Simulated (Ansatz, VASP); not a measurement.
Pb in VASP and in Ansatz

The input INCAR:

```
  PREC = Accurate
  ENCUT = 520
  EDIFF = 1E-6
  ISMEAR = -1
  SIGMA = 0.05
  LREAL = False
  LASPH = True
  NELM = 60
  ALGO = Fast
  ISIF = 2
  LWAVE = False
  LCHARG = False
  GGA = PE
  NBANDS = 21
```

The input KPOINTS:

```
Automatic mesh
0
Gamma
  7 7 7
```

File POSCAR:

```
Pb
1.0
    0.0000000000      3.3925213842      3.3925213842
    3.3925213842      0.0000000000      3.3925213842
    3.3925213842      3.3925213842      0.0000000000
Pb
2
Direct
    0.2500000000      0.2500000000      0.2500000000
    0.0000000000      0.0000000000      0.0000000000
```

The input input.yaml:

```yaml
crystal:
  lattice:
    - [0.0, 3.3925213842, 3.3925213842]
    - [3.3925213842, 0.0, 3.3925213842]
    - [3.3925213842, 3.3925213842, 0.0]
  atoms:
    - { symbol: Pb, position: [0.25, 0.25, 0.25] }
    - { symbol: Pb, position: [0.0, 0.0, 0.0] }
hamiltonian:
  xc: pbe
  pseudopotentials: { kind: paw }
kpoints:
  mp_grid: { grid: [7, 7, 7] }
scf:
  occupations: { method: fermi_dirac, width: 0.05 }
output:
  forces: true
  stress: true
  eigenvalues: true
  write_density: true
  write_potential: true
  elf: true
  volumetric_format: npy
```

Alike in both runs: task single point; functional PBE; k mesh 7 × 7 × 7; occupations fermi-dirac, width 0.05 eV; no spin polarisation.

|  | VASP | Ansatz |
| --- | --- | --- |
| version | VASP 6.6.1 | Ansatz 0.2.0 |
| potentials or method | VASP PAW PBE potentials, release 64 (Pb_d) | Ansatz PAW |
| plane-wave cutoff (eV) | 520 | 420 |
| valence electrons in the cell | 28 | 28 |

```csv
,VASP,Ansatz,Ansatz less VASP
gap on the k mesh at the Fermi level (eV),none,none,-
pressure (GPa),4.0,4.0,+0.07
```

A gap of «none» marks a metal or a gap that the smearing closes. With one functional, cell and mesh, what is left measures potentials, basis and numerics.

Spin-orbit coupling is off throughout.
